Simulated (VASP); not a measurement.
# TiSi2 in VASP: further runs

The runs below take TiSi2 through single point, with LDA, PBEsol.

Program: VASP 6.6.1. These are calculated values, not measurements. Logs are shortened: lines on timing, memory, paths and dates and some standing lists are left out, and cuts for length are marked.

## (1) The cell of the first run

Symmetry: Immm, No. 71, orthorhombic system. Conventional cell: a = 2.926 Å, b = 3.401 Å, c = 8.368 Å, α = 90.00°, β = 90.00°, γ = 90.00°. Within 3.5 Å of Ti (site symmetry mmm) lie 10 Si at 2.66 to 2.76 Å and 4 Ti at 2.93 to 3.40 Å. Si (site symmetry mm2) has 7 Si at 2.61 to 2.93 Å and 5 Ti at 2.66 to 2.76 Å within 3.4 Å.

## (2) Single point, LDA

File INCAR:

```
ALGO = Normal
EDIFF = 1E-6
ENCUT = 520
ISIF = 2
ISMEAR = -1
LASPH = True
LCHARG = False
LREAL = False
LWAVE = False
NBANDS = 17
NELM = 80
PREC = Accurate
SIGMA = 0.05
```

File KPOINTS:

```
k-points
0
Gamma
  12 12 12
```

File POSCAR:

```
TiSi2
1.0
   -1.4629866552      1.7006388484      4.1838131348
    1.4629866552     -1.7006388484      4.1838131348
    1.4629866552      1.7006388484     -4.1838131348
Ti Si
1 2
Direct
    0.0000000000      0.0000000000      0.0000000000
    0.6700780000      0.6700780000      0.0000000000
    0.3299220000      0.3299220000      0.0000000000
```

Potentials or basis: VASP PAW LDA potentials, release 64 (Ti_sv, Si).

Started as:

```sh
> cat potpaw_LDA.64/Ti_sv/POTCAR potpaw_LDA.64/Si/POTCAR > POTCAR
> mpirun -np 1 vasp_std > vasp.out
```

OUTCAR:

```text
EDIFF = 1E-6
   ENCUT = 520
   ISIF = 2
   ISMEAR = -1
   LASPH = True
   LREAL = False
   NELM = 80
   PREC = Accurate

 ion  position               nearest neighbor table
   1  0.000  0.000  0.000-   2 2.66   2 2.66   3 2.66   3 2.66   2 2.66   2 2.66   3 2.66   3 2.66
                             2 2.76   3 2.76
   2  0.670  0.670  0.000-   3 2.61   3 2.61   3 2.61   3 2.61   1 2.66   1 2.66   1 2.66   1 2.66
                             1 2.76   3 2.85
   3  0.330  0.330  0.000-   2 2.61   2 2.61   2 2.61   2 2.61   1 2.66   1 2.66   1 2.66   1 2.66
                             1 2.76   2 2.85

  LATTYP: Found a body centered orthorhombic cell.
 ALAT       =     2.9259733104
 B/A-ratio  =     1.1624431722
 C/A-ratio  =     2.8597753233

  Lattice vectors:

 A1 = (  -1.4629866552,   1.7006388484,   4.1838131348)
 A2 = (   1.4629866552,  -1.7006388484,   4.1838131348)
 A3 = (   1.4629866552,   1.7006388484,  -4.1838131348)

Analysis of symmetry for initial positions (statically):
=====================================================================
 Subroutine PRICEL returns:
 Original cell was already a primitive cell.

 Routine SETGRP: Setting up the symmetry group for a
 body centered orthorhombic supercell.

 Subroutine GETGRP returns: Found  8 space group operations
 (whereof  8 operations were pure point group operations)
 out of a pool of  8 trial point group operations.

The static configuration has the point symmetry D_2h.

Analysis of symmetry for dynamics (positions and initial velocities):
=====================================================================
 Subroutine PRICEL returns:
 Original cell was already a primitive cell.

 Routine SETGRP: Setting up the symmetry group for a
 body centered orthorhombic supercell.

 Subroutine GETGRP returns: Found  8 space group operations
 (whereof  8 operations were pure point group operations)
 out of a pool of  8 trial point group operations.

The dynamic configuration has the point symmetry D_2h.

 Subroutine INISYM returns: Found  8 space group operations
 (whereof  8 operations are pure point group operations),
 and found     1 'primitive' translations

----------------------------------------------------------------------------------------

                                     Primitive cell

  volume of cell :      41.6375

  direct lattice vectors                    reciprocal lattice vectors
    -1.462986655  1.700638848  4.183813135     0.000000000  0.294007161  0.119508206
     1.462986655 -1.700638848  4.183813135     0.341766617  0.000000000  0.119508206
     1.462986655  1.700638848 -4.183813135     0.341766617  0.294007161  0.000000000

  length of vectors
     4.747293418  4.747293418  4.747293418     0.317367960  0.362058879  0.450826609

  position of ions in fractional coordinates (direct lattice)
     0.000000000  0.000000000  0.000000000
     0.670078000  0.670078000  0.000000000
     0.329922000  0.329922000  0.000000000

  ion indices of the primitive-cell ions
   primitive index   ion index
                 1           1
                 2           2
                 3           3

----------------------------------------------------------------------------------------

 KPOINTS: k-points

Automatic generation of k-mesh.
 Grid dimensions read from file:
 generate k-points for:   12   12   12

 Generating k-lattice:

  Cartesian coordinates                     Fractional coordinates (reciprocal lattice)
     0.000000000  0.024500597  0.009959017     0.083333333  0.000000000  0.000000000
     0.028480551  0.000000000  0.009959017     0.000000000  0.083333333  0.000000000
     0.028480551  0.024500597  0.000000000     0.000000000  0.000000000  0.083333333

  Length of vectors
     0.026447330  0.030171573  0.037568884

  Shift w.r.t. Gamma in fractional coordinates (k-lattice)
     0.000000000  0.000000000  0.000000000

 Subroutine IBZKPT returns following result:
 ===========================================

 Found    280 irreducible k-points:

 Following reciprocal coordinates:
            Coordinates               Weight
  0.000000  0.000000  0.000000      1.000000
  0.083333  0.000000  0.000000      4.000000
  0.166667  0.000000  0.000000      4.000000
  0.250000  0.000000  0.000000      4.000000
  0.333333  0.000000  0.000000      4.000000
  0.416667 -0.000000  0.000000      4.000000
[... 16 lines left out ...]
  0.250000  0.166667  0.000000      8.000000
  0.333333  0.166667  0.000000      8.000000
 [... further k-points ...]
   k-points           NKPTS =    280   k-points in BZ     NKDIM =    280   number of bands    NBANDS=     17
   number of dos      NEDOS =    301   number of ions     NIONS =      3
   total plane-waves  NPLWV =  46656
   dimension x,y,z NGX =    36 NGY =   36 NGZ =   36
   dimension x,y,z NGXF=    72 NGYF=   72 NGZF=   72
   ions per type =               1   2
   NGX,Y,Z   is equivalent  to a cutoff of  12.61, 12.61, 12.61 a.u.
   NGXF,Y,Z  is equivalent  to a cutoff of  25.21, 25.21, 25.21 a.u.
 SYSTEM =  unknown system
   PREC   = accura    normal or accurate (medium, high low for compatibility)
   ISTART =      0    job   : 0-new  1-cont  2-samecut
   ICHARG =      2    charge: 1-file 2-atom 10-const
   ISPIN  =      1    spin polarized calculation?
   LNONCOLLINEAR =      F non collinear calculations
   LSORBIT =      F    spin-orbit coupling
   LASPH  =      T    aspherical Exc in radial PAW
   ENCUT  =  520.0 eV  38.22 Ry    6.18 a.u.   8.83  8.83  8.83*2*pi/ulx,y,z
   NELM   =     80;   NELMIN=  2; NELMDL= -5     # of ELM steps
   EDIFF  = 0.1E-05   stopping-criterion for ELM
   LREAL  =      F    real-space projection
   EDIFFG = 0.1E-04   stopping-criterion for IOM
   NSW    =      0    number of steps for IOM
   IBRION =     -1    ionic relax: 0-MD 1-quasi-New 2-CG
   NFREE  =      0    steps in history (QN), initial steepest desc. (CG)
   ISIF   =      2    stress and relaxation
   ISYM   =      2    0-nonsym 1-usesym 2-fastsym
   POTIM  = 0.5000    time-step for ionic-motion
   TEBEG  =    0.0;   TEEND  =   0.0 temperature during run
   PSTRESS=    0.0 pullay stress
   NELECT =      20.0000    total number of electrons
   NUPDOWN=      -1.0000    fix difference up-down
   EMIN   =  10.00;   EMAX   =-10.00  energy-range for DOS
   EFERMI =   0.00;   METHOD = LEGACY
   ISMEAR =    -1;   SIGMA  =   0.05  broadening in eV -4-tet -1-fermi 0-gaus
   EFERMI_NEDOS =   21; number of points for ismear=-14 and -15
   IALGO  =     38    algorithm
   IMIX   =      4    mixing-type and parameters
     AMIX     =   0.40;   BMIX     =  1.00
     AMIX_MAG =   1.60;   BMIX_MAG =  1.00
  volume/ion in A,a.u.               =      13.88        93.66
  Fermi-wavevector in a.u.,A,eV,Ry     =   1.282104  2.422825 22.365130  1.643791
  Thomas-Fermi vector in A             =   2.414435
   LORBIT       =      0    0 simple, 1 ext, 2 COOP (PROOUT), +10 PAW based schemes
   GGA     = CA    functional components
   LHFCALC =     F    Hartree Fock is set to
   AEXX    =    0.0000 exact exchange contribution
   IVDW    =     0    specifies the selected vdW correction
   LEPSILON=     F    determine dielectric tensor
   LRPA    =     F    only Hartree local field effects (RPA)
 non-spin polarized calculation
  energy-cutoff  :      520.00
  volume of cell :       41.64
 maximum number of plane-waves:      1146
   NGX = 17   NGY = 17   NGZ = 17

 number of electron      19.9999999 magnetization

 Free energy of the ion-electron system (eV)
  ---------------------------------------------------
  ext. energy  EPLUGINS =         0.00000000
  ---------------------------------------------------
  free energy    TOTEN  =       -21.94274094 eV

  energy without entropy =      -21.93164000  energy(sigma->0) =      -21.93719047

 E-fermi :  10.1254     XC(G=0): -11.9370

 val. band max:       10.1227567326   @ k =   0.5000   0.5000   0.4167
 cond. band min:      10.1302212548   @ k =  -0.2500  -0.4167   0.0833
 fundamental gap:      0.0074645222
 Fermi energy:        10.1254124465

 k-point     1 :       0.0000    0.0000    0.0000
  band No.  band energies     occupation
      1     -45.3755      2.00000
      2     -22.1033      2.00000
      3     -22.0744      2.00000
      4     -21.8094      2.00000
      5      -2.4888      2.00000
      6       5.3599      2.00000
[... 9 lines left out ...]
     16      15.6916      0.00000
     17      16.0217      0.00000

 k-point     2 :       0.0833    0.0000    0.0000
  band No.  band energies     occupation
      1     -45.3750      2.00000
      2     -22.1027      2.00000
      3     -22.0817      2.00000
      4     -21.8089      2.00000
      5      -2.3857      2.00000
      6       5.1096      2.00000
[... 9 lines left out ...]
     16      15.6004      0.00000
     17      16.1526      0.00000

 k-point     3 :       0.1667    0.0000    0.0000
  band No.  band energies     occupation
      1     -45.3737      2.00000
      2     -22.1020      2.00000
      3     -22.1006      2.00000
      4     -21.8075      2.00000
      5      -2.0800      2.00000
      6       4.5976      2.00000
[... 9 lines left out ...]
     16      16.0731      0.00000
     17      16.5156      0.00000

 k-point     4 :       0.2500    0.0000    0.0000
  band No.  band energies     occupation
      1     -45.3718      2.00000
      2     -22.1283      2.00000
      3     -22.0991      2.00000
      4     -21.8056      2.00000
      5      -1.5829      2.00000
      6       3.8581      2.00000
[... 9 lines left out ...]
     16      16.9835      0.00000
     17      17.8451      0.00000

 k-point     5 :       0.3333    0.0000    0.0000
  band No.  band energies     occupation
      1     -45.3699      2.00000
      2     -22.1550      2.00000
      3     -22.0970      2.00000
      4     -21.8037      2.00000
      5      -0.9124      2.00000
      6       2.9084      2.00000
[... 9 lines left out ...]
     16      17.4528      0.00000
     17      17.9805      0.00000

 k-point     6 :       0.4167   -0.0000    0.0000
  band No.  band energies     occupation
      1     -45.3685      2.00000
      2     -22.1745      2.00000
      3     -22.0954      2.00000
      4     -21.8023      2.00000
      5      -0.0946      2.00000
      6       1.8778      2.00000
[... 9 lines left out ...]
     16      17.3842      0.00000
     17      17.5679      0.00000

 k-point     7 :       0.5000    0.0000    0.0000
  band No.  band energies     occupation
      1     -45.3680      2.00000
      2     -22.1816      2.00000
      3     -22.0948      2.00000
      4     -21.8018      2.00000
      5       0.7312      2.00000
      6       0.9747      2.00000
[... 9 lines left out ...]
     16      17.0792      0.00000
     17      17.2288      0.00000

 k-point     8 :       0.0000    0.0833    0.0000
  band No.  band energies     occupation
      1     -45.3727      2.00000
      2     -22.1004      2.00000
      3     -22.0716      2.00000
      4     -21.8351      2.00000
      5      -2.3541      2.00000
      6       5.1813      2.00000
[... 9 lines left out ...]
     16      14.6218      0.00000
     17      16.0791      0.00000
[... 203 lines left out ...]
      1     -45.3722      2.00000
      2     -22.0995      2.00000
      3     -22.0787      2.00000
      4     -21.8346      2.00000
      5      -2.2781      2.00000
      6       5.5369      2.00000
[... 9 lines left out ...]
     16      14.8118      0.00000
     17      16.2250      0.00000

 k-point    20 :       0.0000    0.1667    0.0000
  band No.  band energies     occupation
      1     -45.3650      2.00000
      2     -22.0925      2.00000
      3     -22.0638      2.00000
      4     -21.9050      2.00000
      5      -1.9544      2.00000
      6       4.9922      2.00000
[... 9 lines left out ...]
     16      15.2328      0.00000
     17      15.5334      0.00000

 k-point    21 :       0.0833    0.1667    0.0000
  band No.  band energies     occupation
      1     -45.3645      2.00000
      2     -22.0925      2.00000
      3     -22.0708      2.00000
      4     -21.9043      2.00000
      5      -1.8045      2.00000
      6       4.5516      2.00000
[... 9 lines left out ...]
     16      15.5182      0.00000
     17      15.7933      0.00000

 k-point    22 :       0.1667    0.1667    0.0000
  band No.  band energies     occupation
      1     -45.3631      2.00000
      2     -22.0919      2.00000
      3     -22.0894      2.00000
      4     -21.9025      2.00000
      5      -1.4632      2.00000
      6       4.1516      2.00000
[... 9 lines left out ...]
     16      15.7875      0.00000
     17      16.7493      0.00000

 k-point    23 :       0.2500    0.1667    0.0000
  band No.  band energies     occupation
      1     -45.3613      2.00000
      2     -22.1160      2.00000
      3     -22.0891      2.00000
      4     -21.8999      2.00000
      5      -0.9446      2.00000
      6       3.6886      2.00000
[... 9 lines left out ...]
     16      15.8575      0.00000
     17      18.0108      0.00000

 k-point    24 :       0.3333    0.1667    0.0000
  band No.  band energies     occupation
      1     -45.3595      2.00000
      2     -22.1418      2.00000
      3     -22.0867      2.00000
      4     -21.8974      2.00000
      5      -0.2687      2.00000
      6       2.9874      2.00000
[... 9 lines left out ...]
     16      15.4555      0.00000
     17      18.0376      0.00000

 [... further k-points ...]

------------------------ aborting loop because EDIFF is reached ----------------------------------------

  FORCE on cell =-STRESS in cart. coord.  units (eV):
  Direction    XX          YY          ZZ          XY          YZ          ZX
  --------------------------------------------------------------------------------------
  -------------------------------------------------------------------------------------
  Total       -0.8175632     -0.9773610     -1.1228905      0.0000000      0.0000000      0.0000000
  in kB      -31.4591664    -37.6080533    -43.2079108      0.0000000      0.0000000      0.0000000
  external PRESSURE =     -37.4250435 kB  Pullay stress =       0.0000000 kB

 VOLUME and BASIS-vectors are now :
 -----------------------------------------------------------------------------
  energy-cutoff  :      520.00
  volume of cell :       41.64
      direct lattice vectors                 reciprocal lattice vectors
    -1.462986655  1.700638848  4.183813135     0.000000000  0.294007161  0.119508206
     1.462986655 -1.700638848  4.183813135     0.341766617  0.000000000  0.119508206
     1.462986655  1.700638848 -4.183813135     0.341766617  0.294007161  0.000000000

 POSITION                                       TOTAL-FORCE (eV/Angst)
 -----------------------------------------------------------------------------------
      0.00000      0.00000      0.00000        -0.000000      0.000000      0.000000
      0.00000      0.00000      5.60696         0.000000     -0.000000     -0.096299
      0.00000      0.00000      2.76066        -0.000000      0.000000      0.096299
 -----------------------------------------------------------------------------------
    total drift:                               -0.000000      0.000000     -0.000000

  FREE ENERGIE OF THE ION-ELECTRON SYSTEM (eV)
  ---------------------------------------------------
  free  energy   TOTEN  =       -21.9427409359 eV

  energy  without entropy=      -21.9316399994  energy(sigma->0) =      -21.93719047
```

Run time: 3.9 min. Hardware: 1 thread of Intel Xeon Platinum 8259CL at 2.50GHz (Skylake/Cascade Lake), shared host; peak memory 0.32 GiB.

What came out:

| Property | Result |
| --- | --- |
| Free energy | -21.9427 eV |
| Pressure | -3.7 GPa |
| Largest force | 0.096 eV/Å |
| Band gap on the k mesh | zero (band 10 reaches 11.47 eV, above the bottom of band 11 at 9.13 eV) |

Forces in eV/Å, atoms in the order of the input:
```
Ti   0.000  0.000  0.000
Si   0.000  0.000 -0.096
Si   0.000  0.000  0.096
```

Stress tensor (GPa, compression positive):
```
-3.15  0.00  0.00
 0.00 -3.76  0.00
 0.00  0.00 -4.32
```

Levels at points of the mesh, in eV from the Fermi level:
```tsv
k point	band 7	band 8	band 9	band 10	band 11	band 12	band 13	band 14
(0.00, 0.00, 0.00)	-4.08	-2.16	-0.64	0.76	2.12	2.43	3.24	3.85
(0.50, 0.00, 0.00)	-4.29	-3.74	-0.70	0.95	2.05	2.61	3.60	4.13
(0.00, 0.50, 0.00)	-3.56	-3.39	-0.96	-0.46	0.97	2.84	3.44	4.09
(0.50, 0.50, 0.00)	-5.05	-4.63	-2.90	-1.33	-0.55	2.82	2.95	3.17
(0.50, 0.50, 0.50)	-1.28	-1.26	-0.37	0.44	1.98	2.49	2.53	3.76
```

## (3) Single point, PBEsol

File INCAR:

```
SYSTEM = TiSi2
PREC = Accurate
ENCUT = 520
EDIFF = 1E-6
ISMEAR = -1
SIGMA = 0.05
LREAL = .FALSE.
LASPH = .TRUE.
NELM = 100
ALGO = Normal
ISIF = 2
LWAVE = .FALSE.
LCHARG = .FALSE.
GGA = PS
NBANDS = 17
```

File KPOINTS:

```
Automatic mesh
0
G
  12 12 12
  0 0 0
```

POSCAR is that of step 2.

Potentials or basis: VASP PAW PBE potentials, release 64 (Ti_sv, Si).

Started as:

```sh
> cat potpaw_PBE.64/Ti_sv/POTCAR potpaw_PBE.64/Si/POTCAR > POTCAR
> mpirun -np 1 vasp_std > vasp.out
```

Wall time 3.7 min (1 thread of Intel Xeon Platinum 8259CL at 2.50GHz (Skylake/Cascade Lake), shared host); peak memory 0.34 GiB.

It converged, with:

| Item | Value |
| --- | --- |
| Free energy | -21.3451 eV |
| Pressure | -0.7 GPa |
| Largest force | 0.054 eV/Å |
| Band gap on the k mesh | zero (band 10 reaches 11.52 eV, above the bottom of band 11 at 9.14 eV) |

Forces on the atoms (eV/Å):
```
Ti   0.000  0.000  0.000
Si   0.000  0.000 -0.054
Si   0.000  0.000  0.054
```

Stress tensor (GPa, compression positive):
```
-0.22  0.00  0.00
 0.00 -0.67  0.00
 0.00  0.00 -1.21
```

Levels at points of the mesh, in eV from the Fermi level:
| k point | band 7 | band 8 | band 9 | band 10 | band 11 | band 12 | band 13 | band 14 |
| --- | --- | --- | --- | --- | --- | --- | --- | --- |
| (0.00, 0.00, 0.00) | -4.10 | -2.18 | -0.65 | 0.78 | 2.08 | 2.47 | 3.22 | 3.88 |
| (0.50, 0.00, 0.00) | -4.37 | -3.78 | -0.70 | 0.98 | 2.09 | 2.65 | 3.63 | 4.10 |
| (0.00, 0.50, 0.00) | -3.62 | -3.42 | -0.95 | -0.46 | 0.98 | 2.84 | 3.47 | 4.10 |
| (0.50, 0.50, 0.00) | -5.12 | -4.63 | -2.93 | -1.34 | -0.63 | 2.83 | 2.99 | 3.19 |
| (0.50, 0.50, 0.50) | -1.31 | -1.29 | -0.37 | 0.46 | 2.02 | 2.52 | 2.54 | 3.79 |

Caveat: the PAW data sets were made with another functional, which shifts forces and pressure a little.

(Continued in part 2 of 2.)
